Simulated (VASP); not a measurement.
# Si (Fd-3m) in VASP: notebook

Runs on Si. Level: LDA. Tasks: electric field gradients.

Everything below comes from runs of VASP 6.6.1. Logs are shortened: lines on timing, memory, paths and dates and some standing lists are left out, and cuts for length are marked.

### 1 The cell of the first run

It takes space group Fd-3m (No. 227, cubic). The conventional cell has a = 5.449 Å, b = 5.449 Å, c = 5.449 Å, α = 90.00°, β = 90.00°, γ = 90.00°. Within 3.1 Å of Si (site symmetry -43m) lie 4 Si at 2.36 Å.

### 2 Electric field gradients, LDA (volume scaled by 1.01)

INCAR reads:

```
ALGO = Normal ; EDIFF = 1E-8
ENCUT = 520 ; GGA = CA
ISIF = 2 ; ISMEAR = -1
LASPH = T ; LCHARG = F
LEFG = T ; LREAL = F
LWAVE = F ; NBANDS = 11
NELM = 80 ; PREC = Accurate
SIGMA = 0.08
```

KPOINTS reads:

```
k-points
0
Gamma
  11 11 11
```

POSCAR reads:

```
Si
1.0
    0.0000000000      2.7244915613      2.7244915613
    2.7244915613      0.0000000000      2.7244915613
    2.7244915613      2.7244915613      0.0000000000
Si
2
Direct
    0.5000000000      0.5000000000      0.5000000000
    0.7500000000      0.7500000000      0.7500000000
```

Potentials or basis: VASP PAW LDA potentials, release 64 (Si).

On the command line:

```console
$ cat potpaw_LDA.64/Si/POTCAR > POTCAR
$ mpirun -np 1 vasp_std > vasp.out
```

OUTCAR:

```text
EDIFF = 1E-8
   ENCUT = 520
   GGA = CA
   ISIF = 2
   ISMEAR = -1
   LASPH = T
   LREAL = F
   NELM = 80
   PREC = Accurate

 ion  position               nearest neighbor table
   1  0.500  0.500  0.500-   2 2.36   2 2.36   2 2.36   2 2.36
   2  0.750  0.750  0.750-   1 2.36   1 2.36   1 2.36   1 2.36

  LATTYP: Found a face centered cubic cell.
 ALAT       =     5.4489831226

  Lattice vectors:

 A1 = (   0.0000000000,   2.7244915613,   2.7244915613)
 A2 = (   2.7244915613,   0.0000000000,   2.7244915613)
 A3 = (   2.7244915613,   2.7244915613,   0.0000000000)

Analysis of symmetry for initial positions (statically):
=====================================================================
 Subroutine PRICEL returns:
 Original cell was already a primitive cell.

 Routine SETGRP: Setting up the symmetry group for a
 face centered cubic supercell.

 Subroutine GETGRP returns: Found 48 space group operations
 (whereof 24 operations were pure point group operations)
 out of a pool of 48 trial point group operations.

The static configuration has the point symmetry T_d .
 The point group associated with its full space group is O_h .

Analysis of symmetry for dynamics (positions and initial velocities):
=====================================================================
 Subroutine PRICEL returns:
 Original cell was already a primitive cell.

 Routine SETGRP: Setting up the symmetry group for a
 face centered cubic supercell.

 Subroutine GETGRP returns: Found 48 space group operations
 (whereof 24 operations were pure point group operations)
 out of a pool of 48 trial point group operations.

The dynamic configuration has the point symmetry T_d .
 The point group associated with its full space group is O_h .

 Subroutine INISYM returns: Found 48 space group operations
 (whereof 24 operations are pure point group operations),
 and found     1 'primitive' translations

----------------------------------------------------------------------------------------

                                     Primitive cell

  volume of cell :      40.4470

  direct lattice vectors                    reciprocal lattice vectors
     0.000000000  2.724491561  2.724491561    -0.183520480  0.183520480  0.183520480
     2.724491561  0.000000000  2.724491561     0.183520480 -0.183520480  0.183520480
     2.724491561  2.724491561  0.000000000     0.183520480  0.183520480 -0.183520480

  length of vectors
     3.853012917  3.853012917  3.853012917     0.317866796  0.317866796  0.317866796

  position of ions in fractional coordinates (direct lattice)
     0.500000000  0.500000000  0.500000000
     0.750000000  0.750000000  0.750000000

  ion indices of the primitive-cell ions
   primitive index   ion index
                 1           1
                 2           2

----------------------------------------------------------------------------------------

 KPOINTS: k-points

Automatic generation of k-mesh.
 Grid dimensions read from file:
 generate k-points for:   11   11   11

 Generating k-lattice:

  Cartesian coordinates                     Fractional coordinates (reciprocal lattice)
    -0.016683680  0.016683680  0.016683680     0.090909091  0.000000000  0.000000000
     0.016683680 -0.016683680  0.016683680     0.000000000  0.090909091  0.000000000
     0.016683680  0.016683680 -0.016683680     0.000000000  0.000000000  0.090909091

  Length of vectors
     0.028896981  0.028896981  0.028896981

  Shift w.r.t. Gamma in fractional coordinates (k-lattice)
     0.000000000  0.000000000  0.000000000

 Subroutine IBZKPT returns following result:
 ===========================================

 Found     56 irreducible k-points:

 Following reciprocal coordinates:
            Coordinates               Weight
  0.000000  0.000000  0.000000      1.000000
  0.090909  0.000000  0.000000      8.000000
  0.181818  0.000000  0.000000      8.000000
  0.272727  0.000000  0.000000      8.000000
  0.363636  0.000000  0.000000      8.000000
  0.454545  0.000000  0.000000      8.000000
[... 16 lines left out ...]
 -0.272727  0.181818  0.000000     24.000000
 -0.181818  0.181818  0.000000     12.000000
 [... further k-points ...]
   k-points           NKPTS =     56   k-points in BZ     NKDIM =     56   number of bands    NBANDS=     11
   number of dos      NEDOS =    301   number of ions     NIONS =      2
   total plane-waves  NPLWV =  27000
   dimension x,y,z NGX =    30 NGY =   30 NGZ =   30
   dimension x,y,z NGXF=    60 NGYF=   60 NGZF=   60
   ions per type =               2
   NGX,Y,Z   is equivalent  to a cutoff of  12.94, 12.94, 12.94 a.u.
   NGXF,Y,Z  is equivalent  to a cutoff of  25.89, 25.89, 25.89 a.u.
 SYSTEM =  unknown system
   PREC   = accura    normal or accurate (medium, high low for compatibility)
   ISTART =      0    job   : 0-new  1-cont  2-samecut
   ICHARG =      2    charge: 1-file 2-atom 10-const
   ISPIN  =      1    spin polarized calculation?
   LNONCOLLINEAR =      F non collinear calculations
   LSORBIT =      F    spin-orbit coupling
   LASPH  =      T    aspherical Exc in radial PAW
   ENCUT  =  520.0 eV  38.22 Ry    6.18 a.u.   7.16  7.16  7.16*2*pi/ulx,y,z
   NELM   =     80;   NELMIN=  2; NELMDL= -5     # of ELM steps
   EDIFF  = 0.1E-07   stopping-criterion for ELM
   LREAL  =      F    real-space projection
   EDIFFG = 0.1E-06   stopping-criterion for IOM
   NSW    =      0    number of steps for IOM
   IBRION =     -1    ionic relax: 0-MD 1-quasi-New 2-CG
   NFREE  =      0    steps in history (QN), initial steepest desc. (CG)
   ISIF   =      2    stress and relaxation
   ISYM   =      2    0-nonsym 1-usesym 2-fastsym
   POTIM  = 0.5000    time-step for ionic-motion
   TEBEG  =    0.0;   TEEND  =   0.0 temperature during run
   PSTRESS=    0.0 pullay stress
   NELECT =       8.0000    total number of electrons
   NUPDOWN=      -1.0000    fix difference up-down
   EMIN   =  10.00;   EMAX   =-10.00  energy-range for DOS
   EFERMI =   0.00;   METHOD = LEGACY
   ISMEAR =    -1;   SIGMA  =   0.08  broadening in eV -4-tet -1-fermi 0-gaus
   EFERMI_NEDOS =   21; number of points for ismear=-14 and -15
   IALGO  =     38    algorithm
   IMIX   =      4    mixing-type and parameters
     AMIX     =   0.40;   BMIX     =  1.00
     AMIX_MAG =   1.60;   BMIX_MAG =  1.00
  volume/ion in A,a.u.               =      20.22       136.47
  Fermi-wavevector in a.u.,A,eV,Ry     =   0.953841  1.802498 12.378755  0.909813
  Thomas-Fermi vector in A             =   2.082533
   LORBIT       =      0    0 simple, 1 ext, 2 COOP (PROOUT), +10 PAW based schemes
   GGA     = CA    functional components
   LHFCALC =     F    Hartree Fock is set to
   AEXX    =    0.0000 exact exchange contribution
   IVDW    =     0    specifies the selected vdW correction
   LEPSILON=     F    determine dielectric tensor
   LRPA    =     F    only Hartree local field effects (RPA)
 non-spin polarized calculation
  energy-cutoff  :      520.00
  volume of cell :       40.45
 maximum number of plane-waves:      1105
 NGX is ok and might be reduce to    30
   NGX = 15   NGY = 15   NGZ = 15

 number of electron       8.0000001 magnetization

 Free energy of the ion-electron system (eV)
  ---------------------------------------------------
  ext. energy  EPLUGINS =         0.00000000
  ---------------------------------------------------
  free energy    TOTEN  =       -11.91212631 eV

  energy without entropy =      -11.91165266  energy(sigma->0) =      -11.91188949

 E-fermi :   5.9015     XC(G=0):  -9.5680

 val. band max:        5.6669987936   @ k =   0.0000   0.0000   0.0000
 cond. band min:       6.1766604485   @ k =   0.4545   0.4545   0.0000
 fundamental gap:      0.5096616549
 Fermi energy:         5.9014835399

 k-point     1 :       0.0000    0.0000    0.0000
  band No.  band energies     occupation
      1      -6.2216      2.00000
      2       5.6670      1.89872
      3       5.6670      1.89872
      4       5.6670      1.89872
      5       8.1869      0.00000
      6       8.1869      0.00000
      7       8.1869      0.00000
      8       8.7611      0.00000
      9      13.3020      0.00000
     10      13.3893      0.00000
     11      13.3893      0.00000
[... 309 lines left out ...]
 k-point    24 :      -0.1818    0.1818    0.0000
  band No.  band energies     occupation
      1      -5.1074      2.00000
      2       1.5976      2.00000
      3       2.9880      2.00000
      4       4.9877      1.99998
      5       8.5572      0.00000
      6       9.3562      0.00000
      7       9.6145      0.00000
      8      11.1946      0.00000
      9      11.7225      0.00000
     10      15.5061      0.00000
     11      16.0502      0.00000

 [... further k-points ...]
[... 5 lines left out ...]
  --------------------------------------------------------------------------------------
  -------------------------------------------------------------------------------------
  Total       -0.5908683     -0.5908683     -0.5908683      0.0000000     -0.0000000      0.0000000
  in kB      -23.4053349    -23.4053349    -23.4053349      0.0000000     -0.0000000      0.0000000
  external PRESSURE =     -23.4053349 kB  Pullay stress =       0.0000000 kB

 VOLUME and BASIS-vectors are now :
 -----------------------------------------------------------------------------
  energy-cutoff  :      520.00
  volume of cell :       40.45
      direct lattice vectors                 reciprocal lattice vectors
     0.000000000  2.724491561  2.724491561    -0.183520480  0.183520480  0.183520480
     2.724491561  0.000000000  2.724491561     0.183520480 -0.183520480  0.183520480
     2.724491561  2.724491561  0.000000000     0.183520480  0.183520480 -0.183520480

 POSITION                                       TOTAL-FORCE (eV/Angst)
 -----------------------------------------------------------------------------------
      2.72449      2.72449      2.72449        -0.000000     -0.000000     -0.000000
      4.08674      4.08674      4.08674         0.000000      0.000000      0.000000
 -----------------------------------------------------------------------------------
    total drift:                                0.000000     -0.000000     -0.000000

  FREE ENERGIE OF THE ION-ELECTRON SYSTEM (eV)
  ---------------------------------------------------
  free  energy   TOTEN  =       -11.9121263083 eV

  energy  without entropy=      -11.9116526618  energy(sigma->0) =      -11.91188949

 Electric field gradients (V/A^2)
---------------------------------------------------------------------
 ion       V_xx      V_yy      V_zz      V_xy      V_xz      V_yz
---------------------------------------------------------------------
   1       0.000    -0.000     0.000     0.000     0.000     0.000
   2      -0.000     0.000     0.000     0.000     0.000     0.000
---------------------------------------------------------------------

 Electric field gradients after diagonalization (V/A^2)
 (convention: |V_zz| > |V_xx| > |V_yy|)
----------------------------------------------------------------------
 ion       V_xx      V_yy      V_zz     asymmetry (V_yy - V_xx)/ V_zz
----------------------------------------------------------------------
   1      -0.000    -0.000     0.000       0.000
   2      -0.000    -0.000     0.000       0.000
----------------------------------------------------------------------

           NMR quadrupolar parameters

 Cq : quadrupolar parameter    Cq=e*Q*V_zz/h
 eta: asymmetry parameters     (V_yy - V_xx)/ V_zz
 Q  : nuclear electric quadrupole moment in mb (millibarn)
----------------------------------------------------------------------
 ion       Cq(MHz)       eta       Q (mb)
----------------------------------------------------------------------
   1       0.000       0.000       1.000
   2       0.000       0.000       1.000
----------------------------------------------------------------------
```

It took 14 s on 1 thread of Intel Xeon 6975P-C, shared host; peak memory 0.15 GiB.

Results:

- Free energy: -11.9121 eV
- Pressure: -2.3 GPa
- Band gap on the k mesh: 0.51 eV, indirect (least direct gap 2.52 eV)

Caveat: without QUAD_EFG the Cq values of the log hold for a quadrupole moment of 1 mb, not for the nuclei.

(Part 1 of 2 ends here.)
